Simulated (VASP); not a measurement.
# TaCo3 (Pm-3m) in VASP: single point with LDA

Aim: the single point of TaCo3 with LDA.

Program: VASP 6.6.1. These are calculated values, not measurements. Logs are shortened: lines on timing, memory, paths and dates and some standing lists are left out, and cuts for length are marked.

### Step 1. The cell of the first run

Symmetry: Pm-3m, No. 221, cubic system. Conventional cell: a = 3.670 Å, b = 3.670 Å, c = 3.670 Å, α = 90.00°, β = 90.00°, γ = 90.00°. Ta (site symmetry m-3m) has 12 Co at 2.60 Å within 3.4 Å. Co (site symmetry 4/mmm) has 4 Ta at 2.60 Å and 8 Co at 2.60 Å within 3.4 Å.

### Step 2. Single point, LDA, collinear spin, ferromagnetic start

INCAR

```
SYSTEM = TaCo3
ALGO = Normal ; EDIFF = 1E-6
ENCUT = 600 ; GGA = CA
GGA_COMPAT = .FALSE. ; ISIF = 2
ISMEAR = 0 ; ISPIN = 2
LASPH = .TRUE. ; LCHARG = .TRUE.
LELF = .TRUE. ; LMAXMIX = 4
LORBIT = 11 ; LREAL = .FALSE.
LVHAR = .TRUE. ; LWAVE = .FALSE.
MAGMOM = 0 1.5 1.5 1.5 ; NBANDS = 31
NELM = 200 ; PREC = Accurate
SIGMA = 0.05
```

KPOINTS

```
k-points
0
G
  10 10 10
  0 0 0
```

POSCAR

```
TaCo3
1.0
    3.6700009157      0.0000000000      0.0000000000
    0.0000000000      3.6700009157      0.0000000000
    0.0000000000      0.0000000000      3.6700009157
Ta Co
1 3
Direct
    0.0000000000      0.0000000000      0.0000000000
    0.0000000000      0.5000000000      0.5000000000
    0.5000000000      0.0000000000      0.5000000000
    0.5000000000      0.5000000000      0.0000000000
```

Potentials or basis: VASP PAW LDA potentials, release 64 (Ta_pv, Co).

Run with:

```sh
$ cat potpaw_LDA.64/Ta_pv/POTCAR potpaw_LDA.64/Co/POTCAR > POTCAR
$ mpirun -np 1 vasp_std > vasp.out
```

OUTCAR:

```text
SYSTEM = TaCo3
   EDIFF = 1E-6
   ENCUT = 600
   GGA = CA
   ISIF = 2
   ISMEAR = 0
   ISPIN = 2
   LASPH = .TRUE.
   LORBIT = 11
   LREAL = .FALSE.
   NELM = 200
   PREC = Accurate

 ion  position               nearest neighbor table
   1  0.000  0.000  0.000-   2 2.60   3 2.60   4 2.60   2 2.60   3 2.60   2 2.60   4 2.60   2 2.60
                             3 2.60   4 2.60   3 2.60   4 2.60
   2  0.000  0.500  0.500-   1 2.60   3 2.60   4 2.60   1 2.60   4 2.60   1 2.60   3 2.60   1 2.60
                             3 2.60   4 2.60   4 2.60   3 2.60
   3  0.500  0.000  0.500-   1 2.60   2 2.60   4 2.60   1 2.60   4 2.60   2 2.60   4 2.60   4 2.60
                             1 2.60   2 2.60   1 2.60   2 2.60
   4  0.500  0.500  0.000-   1 2.60   2 2.60   3 2.60   2 2.60   3 2.60   1 2.60   3 2.60   3 2.60
                             1 2.60   2 2.60   2 2.60   1 2.60

  LATTYP: Found a simple cubic cell.
 ALAT       =     3.6700009157

  Lattice vectors:

 A1 = (   3.6700009157,   0.0000000000,   0.0000000000)
 A2 = (   0.0000000000,   3.6700009157,   0.0000000000)
 A3 = (   0.0000000000,   0.0000000000,   3.6700009157)

Analysis of symmetry for initial positions (statically):
=====================================================================
 Subroutine PRICEL returns:
 Original cell was already a primitive cell.

 Routine SETGRP: Setting up the symmetry group for a
 simple cubic supercell.

 Subroutine GETGRP returns: Found 48 space group operations
 (whereof 48 operations were pure point group operations)
 out of a pool of 48 trial point group operations.

The static configuration has the point symmetry O_h .

Analysis of symmetry for dynamics (positions and initial velocities):
=====================================================================
 Subroutine PRICEL returns:
 Original cell was already a primitive cell.

 Routine SETGRP: Setting up the symmetry group for a
 simple cubic supercell.

 Subroutine GETGRP returns: Found 48 space group operations
 (whereof 48 operations were pure point group operations)
 out of a pool of 48 trial point group operations.

The dynamic configuration has the point symmetry O_h .

Analysis of structural, dynamic, and magnetic symmetry:
=====================================================================
 Subroutine PRICEL returns:
 Original cell was already a primitive cell.

 Routine SETGRP: Setting up the symmetry group for a
 simple cubic supercell.

 Subroutine GETGRP returns: Found 48 space group operations
 (whereof 48 operations were pure point group operations)
 out of a pool of 48 trial point group operations.

The overall configuration has the point symmetry O_h .

 Subroutine INISYM returns: Found 48 space group operations
 (whereof 48 operations are pure point group operations),
 and found     1 'primitive' translations

----------------------------------------------------------------------------------------

                                     Primitive cell

  volume of cell :      49.4309

  direct lattice vectors                    reciprocal lattice vectors
     3.670000916  0.000000000  0.000000000     0.272479496  0.000000000  0.000000000
     0.000000000  3.670000916  0.000000000     0.000000000  0.272479496  0.000000000
     0.000000000  0.000000000  3.670000916     0.000000000  0.000000000  0.272479496

  length of vectors
     3.670000916  3.670000916  3.670000916     0.272479496  0.272479496  0.272479496

  position of ions in fractional coordinates (direct lattice)
     0.000000000  0.000000000  0.000000000
     0.000000000  0.500000000  0.500000000
     0.500000000  0.000000000  0.500000000
     0.500000000  0.500000000  0.000000000

  ion indices of the primitive-cell ions
   primitive index   ion index
                 1           1
                 2           2
                 3           3
                 4           4

----------------------------------------------------------------------------------------

 KPOINTS: k-points

Automatic generation of k-mesh.
 Grid dimensions read from file:
 generate k-points for:   10   10   10

 Generating k-lattice:

  Cartesian coordinates                     Fractional coordinates (reciprocal lattice)
     0.027247950  0.000000000  0.000000000     0.100000000  0.000000000  0.000000000
     0.000000000  0.027247950  0.000000000     0.000000000  0.100000000  0.000000000
     0.000000000  0.000000000  0.027247950     0.000000000  0.000000000  0.100000000

  Length of vectors
     0.027247950  0.027247950  0.027247950

  Shift w.r.t. Gamma in fractional coordinates (k-lattice)
     0.000000000  0.000000000  0.000000000

 Subroutine IBZKPT returns following result:
 ===========================================

 Found     56 irreducible k-points:

 Following reciprocal coordinates:
            Coordinates               Weight
  0.000000  0.000000  0.000000      1.000000
  0.100000  0.000000  0.000000      6.000000
  0.200000  0.000000  0.000000      6.000000
  0.300000  0.000000  0.000000      6.000000
  0.400000  0.000000  0.000000      6.000000
  0.500000  0.000000  0.000000      3.000000
[... 16 lines left out ...]
  0.200000  0.100000  0.100000     24.000000
  0.300000  0.100000  0.100000     24.000000
 [... further k-points ...]
   k-points           NKPTS =     56   k-points in BZ     NKDIM =     56   number of bands    NBANDS=     31
   number of dos      NEDOS =    301   number of ions     NIONS =      4
   total plane-waves  NPLWV =  27000
   dimension x,y,z NGX =    30 NGY =   30 NGZ =   30
   dimension x,y,z NGXF=    60 NGYF=   60 NGZF=   60
   ions per type =               1   3
   NGX,Y,Z   is equivalent  to a cutoff of  13.59, 13.59, 13.59 a.u.
   NGXF,Y,Z  is equivalent  to a cutoff of  27.18, 27.18, 27.18 a.u.
 SYSTEM =  TaCo3
   PREC   = accura    normal or accurate (medium, high low for compatibility)
   ISTART =      0    job   : 0-new  1-cont  2-samecut
   ICHARG =      2    charge: 1-file 2-atom 10-const
   ISPIN  =      2    spin polarized calculation?
   LNONCOLLINEAR =      F non collinear calculations
   LSORBIT =      F    spin-orbit coupling
   LASPH  =      T    aspherical Exc in radial PAW
   ENCUT  =  600.0 eV  44.10 Ry    6.64 a.u.   7.33  7.33  7.33*2*pi/ulx,y,z
   NELM   =    200;   NELMIN=  2; NELMDL= -5     # of ELM steps
   EDIFF  = 0.1E-05   stopping-criterion for ELM
   LREAL  =      F    real-space projection
[... 7 lines left out ...]
   TEBEG  =    0.0;   TEEND  =   0.0 temperature during run
   PSTRESS=    0.0 pullay stress
   NELECT =      38.0000    total number of electrons
   NUPDOWN=      -1.0000    fix difference up-down
   EMIN   =  10.00;   EMAX   =-10.00  energy-range for DOS
   EFERMI =   0.00;   METHOD = LEGACY
   ISMEAR =     0;   SIGMA  =   0.05  broadening in eV -4-tet -1-fermi 0-gaus
   EFERMI_NEDOS =   21; number of points for ismear=-14 and -15
   IALGO  =     38    algorithm
   IMIX   =      4    mixing-type and parameters
     AMIX     =   0.40;   BMIX     =  1.00
     AMIX_MAG =   1.60;   BMIX_MAG =  1.00
  volume/ion in A,a.u.               =      12.36        83.39
  Fermi-wavevector in a.u.,A,eV,Ry     =   1.499696  2.834014 30.600695  2.249088
  Thomas-Fermi vector in A             =   2.611292
   LORBIT       =     11    0 simple, 1 ext, 2 COOP (PROOUT), +10 PAW based schemes
   GGA     = CA    functional components
   LHFCALC =     F    Hartree Fock is set to
   AEXX    =    0.0000 exact exchange contribution
   IVDW    =     0    specifies the selected vdW correction
   LEPSILON=     F    determine dielectric tensor
   LRPA    =     F    only Hartree local field effects (RPA)
 spin polarized calculation
 Gauss-broadening in eV      SIGMA  =   0.05
  energy-cutoff  :      600.00
  volume of cell :       49.43
 maximum number of plane-waves:      1671
 NGX is ok and might be reduce to    30
   NGX = 15   NGY = 15   NGZ = 15

 number of electron      38.0000028 magnetization       0.0010425

 Free energy of the ion-electron system (eV)
  ---------------------------------------------------
  ext. energy  EPLUGINS =         0.00000000
  ---------------------------------------------------
  free energy    TOTEN  =       -38.24191049 eV

  energy without entropy =      -38.23645966  energy(sigma->0) =      -38.23918507

 E-fermi :   8.5045     XC(G=0): -13.5326

 val. band max:        8.5013372910   @ k =   0.3000   0.2000   0.0000
 cond. band min:       8.5173855021   @ k =   0.2000   0.0000   0.0000
 fundamental gap:      0.0160482111
 Fermi energy:         8.5044508891

 spin component 1

 k-point     1 :       0.0000    0.0000    0.0000
  band No.  band energies     occupation
      1     -25.6201      1.00000
      2     -25.6201      1.00000
      3     -25.6201      1.00000
      4      -0.0117      1.00000
      5       3.6253      1.00000
      6       3.6253      1.00000
[... 23 lines left out ...]
     30      20.6537      0.00000
     31      20.6537      0.00000

 k-point     2 :       0.1000    0.0000    0.0000
  band No.  band energies     occupation
      1     -25.6283      1.00000
      2     -25.6203      1.00000
      3     -25.6203      1.00000
      4       0.1307      1.00000
      5       3.7074      1.00000
      6       3.7100      1.00000
[... 23 lines left out ...]
     30      20.8512      0.00000
     31      20.8512      0.00000

 k-point     3 :       0.2000    0.0000    0.0000
  band No.  band energies     occupation
      1     -25.6497      1.00000
      2     -25.6209      1.00000
      3     -25.6209      1.00000
      4       0.5445      1.00000
      5       3.9119      1.00000
      6       3.9396      1.00000
[... 703 lines left out ...]
     30      20.4635      0.00000
     31      21.3026      0.00000

 k-point    24 :       0.3000    0.1000    0.1000
  band No.  band energies     occupation
      1     -25.6745      1.00000
      2     -25.6300      1.00000
      3     -25.6274      1.00000
      4       1.4412      1.00000
      5       4.2140      1.00000
      6       4.4292      1.00000
[... 23 lines left out ...]
     30      20.7624      0.00000
     31      21.1991      0.00000

 [... further k-points ...]

 spin component 2

 k-point     1 :       0.0000    0.0000    0.0000
  band No.  band energies     occupation
      1     -25.6202      1.00000
      2     -25.6202      1.00000
      3     -25.6202      1.00000
      4      -0.0117      1.00000
      5       3.6254      1.00000
      6       3.6254      1.00000
[... 23 lines left out ...]
     30      20.6537      0.00000
     31      20.6537      0.00000

 k-point     2 :       0.1000    0.0000    0.0000
  band No.  band energies     occupation
      1     -25.6284      1.00000
      2     -25.6204      1.00000
      3     -25.6204      1.00000
      4       0.1307      1.00000
      5       3.7076      1.00000
      6       3.7101      1.00000
[... 23 lines left out ...]
     30      20.8512      0.00000
     31      20.8512      0.00000

 k-point     3 :       0.2000    0.0000    0.0000
  band No.  band energies     occupation
      1     -25.6498      1.00000
      2     -25.6210      1.00000
      3     -25.6210      1.00000
      4       0.5445      1.00000
      5       3.9120      1.00000
      6       3.9397      1.00000
[... 703 lines left out ...]
     30      20.4636      0.00000
     31      21.3011      0.00000

 k-point    24 :       0.3000    0.1000    0.1000
  band No.  band energies     occupation
      1     -25.6746      1.00000
      2     -25.6301      1.00000
      3     -25.6275      1.00000
      4       1.4412      1.00000
      5       4.2141      1.00000
      6       4.4294      1.00000
[... 23 lines left out ...]
     30      20.7624      0.00000
     31      21.1992      0.00000

 [... further k-points ...]

------------------------ aborting loop because EDIFF is reached ----------------------------------------

  FORCE on cell =-STRESS in cart. coord.  units (eV):
  Direction    XX          YY          ZZ          XY          YZ          ZX
  --------------------------------------------------------------------------------------
  -------------------------------------------------------------------------------------
  Total       -6.9008354     -6.9008354     -6.9008354     -0.0000000      0.0000000     -0.0000000
  in kB     -223.6730874   -223.6730874   -223.6730874     -0.0000000      0.0000000     -0.0000000
  external PRESSURE =    -223.6730874 kB  Pullay stress =       0.0000000 kB

 VOLUME and BASIS-vectors are now :
 -----------------------------------------------------------------------------
  energy-cutoff  :      600.00
  volume of cell :       49.43
      direct lattice vectors                 reciprocal lattice vectors
     3.670000916  0.000000000  0.000000000     0.272479496  0.000000000  0.000000000
     0.000000000  3.670000916  0.000000000     0.000000000  0.272479496  0.000000000
     0.000000000  0.000000000  3.670000916     0.000000000  0.000000000  0.272479496

 POSITION                                       TOTAL-FORCE (eV/Angst)
 -----------------------------------------------------------------------------------
      0.00000      0.00000      0.00000         0.000000      0.000000      0.000000
      0.00000      1.83500      1.83500         0.000000      0.000000      0.000000
      1.83500      0.00000      1.83500         0.000000      0.000000      0.000000
      1.83500      1.83500      0.00000         0.000000      0.000000      0.000000
 -----------------------------------------------------------------------------------
    total drift:                                0.000000      0.000000     -0.000000

  FREE ENERGIE OF THE ION-ELECTRON SYSTEM (eV)
  ---------------------------------------------------
  free  energy   TOTEN  =       -38.2419104879 eV

  energy  without entropy=      -38.2364596574  energy(sigma->0) =      -38.23918507

 total charge

# of ion       s       p       d       tot
------------------------------------------
    1        0.402   6.198   2.305   8.906
    2        0.491   0.507   7.356   8.355
    3        0.491   0.507   7.356   8.355
    4        0.491   0.507   7.356   8.355
--------------------------------------------------
tot          1.876   7.718  24.375  33.969

 magnetization (x)

# of ion       s       p       d       tot
------------------------------------------
    1       -0.000  -0.000  -0.000  -0.000
    2       -0.000  -0.000   0.000   0.000
    3       -0.000  -0.000   0.000   0.000
    4       -0.000  -0.000   0.000   0.000
--------------------------------------------------
tot         -0.000  -0.000   0.001   0.001
```

It took 4.7 min on 1 thread of Oxide Virtual Turin-like, shared host; peak memory 0.24 GiB.

What came out:

```
Free energy                                           : -38.2419 eV
Pressure                                              : -22.4 GPa
Band gap on the k mesh                                : zero (filled and empty bands overlap)
Net moment                                            : 0.00 μB per cell
Valence electrons inside the program's atomic spheres : Ta 8.91; Co 8.36
```

Caveat: the cell stands under tension; the moments typed at the start vanished in this run; spin-orbit coupling is left out, which moves the levels of the heavy elements.
